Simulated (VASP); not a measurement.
# Mg2C3 (P1) in VASP: single point with r2SCAN

Aim: the single point of Mg2C3 with r2SCAN.

Program: VASP 6.6.1. These are calculated values, not measurements. Logs are shortened: lines on timing, memory, paths and dates and some standing lists are left out, and cuts for length are marked.

## (1) The cell of the first run

The typed cell holds 5 atoms: a = 3.308 Å, b = 3.360 Å, c = 5.138 Å, α = 101.03°, β = 99.95°, γ = 88.56°.

## (2) Single point, r2SCAN (atoms moved at random and the cell strained at random)

Input file POSCAR:

```
Mg2C3
1.0
    2.3685309217     -2.3090508958     -0.0089532303
    2.4048145475      2.3461490808     -0.0370274524
   -1.2587351276     -0.0386543292      4.9815522620
Mg C
2 3
Direct
    0.8190464421      0.8065960084      0.1739494092
    0.1553487223      0.2046016019      0.8162665757
    0.2960209527      0.2807074916      0.2637249019
    0.7285267701      0.6806300615      0.7328617375
    0.5010571128      0.5274648366      0.5131973756
```

Input file INCAR.step1:

```
SYSTEM = Mg2C3
PREC = Accurate ; ENCUT = 520
ISMEAR = 0 ; SIGMA = 0.05
LREAL = .FALSE. ; LASPH = .TRUE.
NELM = 100 ; NBANDS = 16
GGA = PE ; ALGO = Normal
EDIFF = 1E-4 ; LWAVE = .TRUE.
LCHARG = .FALSE.
```

Input file INCAR.step2:

```
SYSTEM = Mg2C3
PREC = Accurate ; ENCUT = 520
EDIFF = 1E-6 ; ISMEAR = 0
SIGMA = 0.05 ; LREAL = .FALSE.
LASPH = .TRUE. ; NELM = 100
ALGO = Normal ; ISIF = 2
LWAVE = .FALSE. ; LCHARG = .TRUE.
METAGGA = R2SCAN ; LMIXTAU = .TRUE.
LELF = .TRUE. ; LVHAR = .TRUE.
NBANDS = 16 ; ISTART = 1
```

Input file KPOINTS:

```
Automatic mesh
0
G
  8 8 6
  0 0 0
```

Potentials or basis: VASP PAW PBE potentials, release 64 (Mg, C).

Started as:

```
$ cat potpaw_PBE.64/Mg/POTCAR potpaw_PBE.64/C/POTCAR > POTCAR
$ cp INCAR.step1 INCAR
$ mpirun -np 1 vasp_std > vasp.out
$ cp INCAR.step2 INCAR
$ mpirun -np 1 vasp_std > vasp.out
```

OUTCAR:

```text
SYSTEM = Mg2C3
   PREC = Accurate
   ENCUT = 520
   EDIFF = 1E-6
   ISMEAR = 0
   LREAL = .FALSE.
   LASPH = .TRUE.
   NELM = 100
   ISIF = 2
   METAGGA = R2SCAN
   ISTART = 1

 ion  position               nearest neighbor table
   1  0.819  0.807  0.174-   4 2.19   3 2.20   3 2.37   3 2.40   5 2.52   3 2.66   2 2.81   2 2.85
                             5 2.86   2 3.06   2 3.11   2 3.32
   2  0.155  0.205  0.816-   4 2.16   4 2.21   3 2.23   5 2.50   4 2.59   4 2.65   5 2.77   1 2.81
                             5 2.84   1 2.85   1 3.06   1 3.11   1 3.32
   3  0.296  0.281  0.264-   5 1.45   1 2.20   2 2.23   1 2.37   1 2.40   1 2.66
   4  0.729  0.681  0.733-   5 1.27   2 2.16   1 2.19   2 2.21   2 2.59   2 2.65
   5  0.501  0.527  0.513-   4 1.27   3 1.45   2 2.50   1 2.52   2 2.77   2 2.84   1 2.86

  LATTYP: Found a triclinic cell.
 ALAT       =     3.3078293376
 B/A-ratio  =     1.4073960749
 C/A-ratio  =     1.8317366202
 COS(alpha) =     0.0006481839
 COS(beta)  =     0.4133176102
 COS(gamma) =     0.6924253372

  Lattice vectors:

 A1 = (  -2.3685309217,   2.3090508958,   0.0089532303)
 A2 = (   0.0362836258,   4.6551999766,  -0.0280742221)
 A3 = (  -3.5146103416,   0.0015561442,  -4.9355715793)

Analysis of symmetry for initial positions (statically):
=====================================================================
 Subroutine PRICEL returns:
 Original cell was already a primitive cell.

 Routine SETGRP: Setting up the symmetry group for a
 triclinic supercell.

 Subroutine GETGRP returns: Found  1 space group operations
 (whereof  1 operations were pure point group operations)
 out of a pool of  2 trial point group operations.

The static configuration has the point symmetry C_1 .

Analysis of symmetry for dynamics (positions and initial velocities):
=====================================================================
 Subroutine PRICEL returns:
 Original cell was already a primitive cell.

 Routine SETGRP: Setting up the symmetry group for a
 triclinic supercell.

 Subroutine GETGRP returns: Found  1 space group operations
 (whereof  1 operations were pure point group operations)
 out of a pool of  2 trial point group operations.

The dynamic configuration has the point symmetry C_1 .

 Subroutine INISYM returns: Found  1 space group operations
 (whereof  1 operations are pure point group operations),
 and found     1 'primitive' translations

----------------------------------------------------------------------------------------

                                     Primitive cell

  volume of cell :      55.2073

  direct lattice vectors                    reciprocal lattice vectors
     2.368530922 -2.309050896 -0.008953230     0.211675652 -0.216150944  0.051808833
     2.404814548  2.346149081 -0.037027452     0.208360342  0.213517037  0.054305129
    -1.258735128 -0.038654329  4.981552262     0.001929164  0.001198571  0.201237402

  length of vectors
     3.307829338  3.359898741  5.138265390     0.306939680  0.303236878  0.201250218

  position of ions in fractional coordinates (direct lattice)
     0.819046442  0.806596008  0.173949409
     0.155348722  0.204601602  0.816266576
     0.296020953  0.280707492  0.263724902
     0.728526770  0.680630061  0.732861738
     0.501057113  0.527464837  0.513197376

  ion indices of the primitive-cell ions
   primitive index   ion index
                 1           1
                 2           2
                 3           3
                 4           4
                 5           5

----------------------------------------------------------------------------------------

 KPOINTS: Automatic mesh

Automatic generation of k-mesh.
 Grid dimensions read from file:
 generate k-points for:    8    8    6

 Generating k-lattice:

  Cartesian coordinates                     Fractional coordinates (reciprocal lattice)
     0.026459456 -0.027018868  0.006476104     0.125000000 -0.000000000  0.000000000
     0.026045043  0.026689630  0.006788141     0.000000000  0.125000000  0.000000000
     0.000321527  0.000199762  0.033539567    -0.000000000  0.000000000  0.166666667

  Length of vectors
     0.038367460  0.037904610  0.033541703

  Shift w.r.t. Gamma in fractional coordinates (k-lattice)
     0.000000000  0.000000000  0.000000000

 Subroutine IBZKPT returns following result:
 ===========================================

 Found    196 irreducible k-points:

 Following reciprocal coordinates:
            Coordinates               Weight
  0.000000  0.000000  0.000000      1.000000
  0.125000  0.000000 -0.000000      2.000000
  0.250000  0.000000 -0.000000      2.000000
  0.375000  0.000000 -0.000000      2.000000
  0.500000  0.000000 -0.000000      1.000000
  0.000000  0.125000 -0.000000      2.000000
[... 16 lines left out ...]
  0.125000  0.375000  0.000000      2.000000
  0.250000  0.375000 -0.000000      2.000000
 [... further k-points ...]
   k-points           NKPTS =    196   k-points in BZ     NKDIM =    196   number of bands    NBANDS=     16
   number of dos      NEDOS =    301   number of ions     NIONS =      5
   total plane-waves  NPLWV =  31360
   dimension x,y,z NGX =    28 NGY =   28 NGZ =   40
   dimension x,y,z NGXF=    56 NGYF=   56 NGZF=   80
   ions per type =               2   3
   NGX,Y,Z   is equivalent  to a cutoff of  14.07, 13.85, 12.94 a.u.
   NGXF,Y,Z  is equivalent  to a cutoff of  28.14, 27.71, 25.88 a.u.
 SYSTEM =  Mg2C3
   PREC   = accura    normal or accurate (medium, high low for compatibility)
   ISTART =      1    job   : 0-new  1-cont  2-samecut
   ICHARG =      0    charge: 1-file 2-atom 10-const
   ISPIN  =      1    spin polarized calculation?
   LNONCOLLINEAR =      F non collinear calculations
   LSORBIT =      F    spin-orbit coupling
   LASPH  =      T    aspherical Exc in radial PAW
   ENCUT  =  520.0 eV  38.22 Ry    6.18 a.u.   6.15  6.25  9.55*2*pi/ulx,y,z
   NELM   =    100;   NELMIN=  2; NELMDL=  0     # of ELM steps
   EDIFF  = 0.1E-05   stopping-criterion for ELM
   LREAL  =      F    real-space projection
   EDIFFG = 0.1E-04   stopping-criterion for IOM
   NSW    =      0    number of steps for IOM
   IBRION =     -1    ionic relax: 0-MD 1-quasi-New 2-CG
   NFREE  =      0    steps in history (QN), initial steepest desc. (CG)
   ISIF   =      2    stress and relaxation
   ISYM   =      2    0-nonsym 1-usesym 2-fastsym
   POTIM  = 0.5000    time-step for ionic-motion
   TEBEG  =    0.0;   TEEND  =   0.0 temperature during run
   PSTRESS=    0.0 pullay stress
   NELECT =      16.0000    total number of electrons
   NUPDOWN=      -1.0000    fix difference up-down
   EMIN   =  10.00;   EMAX   =-10.00  energy-range for DOS
   EFERMI =   0.00;   METHOD = LEGACY
   ISMEAR =     0;   SIGMA  =   0.05  broadening in eV -4-tet -1-fermi 0-gaus
   EFERMI_NEDOS =   21; number of points for ismear=-14 and -15
   IALGO  =     38    algorithm
   IMIX   =      4    mixing-type and parameters
     AMIX     =   0.40;   BMIX     =  1.00
     AMIX_MAG =   1.60;   BMIX_MAG =  1.00
  volume/ion in A,a.u.               =      11.04        74.51
  Fermi-wavevector in a.u.,A,eV,Ry     =   1.083385  2.047301 15.969467  1.173723
  Thomas-Fermi vector in A             =   2.219450
   LORBIT       =      0    0 simple, 1 ext, 2 COOP (PROOUT), +10 PAW based schemes
   METAGGA = R2SCAN    functional components
   LHFCALC =     F    Hartree Fock is set to
   AEXX    =    0.0000 exact exchange contribution
   IVDW    =     0    specifies the selected vdW correction
   LEPSILON=     F    determine dielectric tensor
   LRPA    =     F    only Hartree local field effects (RPA)
 non-spin polarized calculation
 Gauss-broadening in eV      SIGMA  =   0.05
  energy-cutoff  :      520.00
  volume of cell :       55.21
 maximum number of plane-waves:      1500
 NGX is ok and might be reduce to    28
   NGX = 13   NGY = 13   NGZ = 19

 number of electron      16.0000001 magnetization

 Free energy of the ion-electron system (eV)
  ---------------------------------------------------
  ext. energy  EPLUGINS =         0.00000000
  ---------------------------------------------------
  free energy    TOTEN  =       -36.86795379 eV

  energy without entropy =      -36.86795379  energy(sigma->0) =      -36.86795379

 E-fermi :   4.8729     XC(G=0): -10.8863

 val. band max:        4.5952726628   @ k =   0.0000   0.5000  -0.0000
 cond. band min:       6.1176510165   @ k =   0.5000   0.5000  -0.0000
 fundamental gap:      1.5223783537
 Fermi energy:         4.8729165931

 k-point     1 :       0.0000    0.0000    0.0000
  band No.  band energies     occupation
      1     -12.3665      2.00000
      2      -7.9765      2.00000
      3      -3.6426      2.00000
      4       0.2818      2.00000
      5       1.0195      2.00000
      6       1.2456      2.00000
[... 8 lines left out ...]
     15      14.3569      0.00000
     16      14.9230      0.00000

 k-point     2 :       0.1250    0.0000   -0.0000
  band No.  band energies     occupation
      1     -12.2780      2.00000
      2      -7.9591      2.00000
      3      -3.4921      2.00000
      4       0.0485      2.00000
      5       0.6477      2.00000
      6       1.0866      2.00000
[... 8 lines left out ...]
     15      14.0984      0.00000
     16      15.1565      0.00000

 k-point     3 :       0.2500    0.0000   -0.0000
  band No.  band energies     occupation
      1     -12.0474      2.00000
      2      -7.9322      2.00000
      3      -3.0884      2.00000
      4      -0.8471      2.00000
      5       0.2362      2.00000
      6       1.0570      2.00000
[... 8 lines left out ...]
     15      14.3495      0.00000
     16      15.4102      0.00000
[... 362 lines left out ...]
 k-point    23 :       0.1250    0.3750    0.0000
  band No.  band energies     occupation
      1     -11.7834      2.00000
      2      -7.8736      2.00000
      3      -2.3207      2.00000
      4      -1.5482      2.00000
      5      -0.5648      2.00000
      6       0.7616      2.00000
[... 8 lines left out ...]
     15      14.6854      0.00000
     16      15.7316      0.00000

 k-point    24 :       0.2500    0.3750   -0.0000
  band No.  band energies     occupation
      1     -11.5922      2.00000
      2      -7.7980      2.00000
      3      -1.8646      2.00000
      4      -1.4687      2.00000
      5      -0.7928      2.00000
      6      -0.2718      2.00000
[... 8 lines left out ...]
     15      15.2945      0.00000
     16      16.2922      0.00000

 [... further k-points ...]

------------------------ aborting loop because EDIFF is reached ----------------------------------------

  FORCE on cell =-STRESS in cart. coord.  units (eV):
  Direction    XX          YY          ZZ          XY          YZ          ZX
  --------------------------------------------------------------------------------------
  -------------------------------------------------------------------------------------
  Total        0.1849153      1.3923901     -2.8519605     -1.0229665     -0.1630522     -1.5222897
  in kB        5.3664525     40.4087411    -82.7671270    -29.6876491     -4.7319595    -44.1785721
  external PRESSURE =     -12.3306445 kB  Pullay stress =       0.0000000 kB

 VOLUME and BASIS-vectors are now :
 -----------------------------------------------------------------------------
  energy-cutoff  :      520.00
  volume of cell :       55.21
      direct lattice vectors                 reciprocal lattice vectors
     2.368530922 -2.309050896 -0.008953230     0.211675652 -0.216150944  0.051808833
     2.404814548  2.346149081 -0.037027452     0.208360342  0.213517037  0.054305129
    -1.258735128 -0.038654329  4.981552262     0.001929164  0.001198571  0.201237402

 POSITION                                       TOTAL-FORCE (eV/Angst)
 -----------------------------------------------------------------------------------
      3.66069     -0.00555      0.82934        -0.419135      0.230491      1.297976
     -0.16749      0.08977      4.05731         0.441901     -0.958752     -0.615403
      1.04422     -0.03514      1.30072         2.783548      0.698421      2.825233
      2.43985     -0.11367      3.61906         0.860911      1.014108      2.280142
      1.80924      0.06071      2.53250        -3.667225     -0.984268     -5.787948
 -----------------------------------------------------------------------------------
    total drift:                                0.001047     -0.000398     -0.005194

  FREE ENERGIE OF THE ION-ELECTRON SYSTEM (eV)
  ---------------------------------------------------
  free  energy   TOTEN  =       -36.8679537922 eV

  energy  without entropy=      -36.8679537922  energy(sigma->0) =      -36.86795379
```

It took 7.3 min on 1 thread of AMD EPYC 9R45 (Zen 5), shared host; peak memory 0.27 GiB.

Results:

```
Free energy            : -36.8680 eV
Pressure               : -1.2 GPa
Largest force          : 6.922 eV/Å
Band gap on the k mesh : 1.52 eV (least direct gap 1.99 eV)
```

Forces in eV/Å, atoms in the order of the input:
```
Mg  -0.419  0.230  1.298
Mg   0.442 -0.959 -0.615
C    2.784  0.698  2.825
C    0.861  1.014  2.280
C   -3.667 -0.984 -5.788
```

Caveat: the cell differs from its parent crystal (atoms moved at random and the cell strained at random); the PAW data sets were made with another functional, which shifts forces and pressure a little.
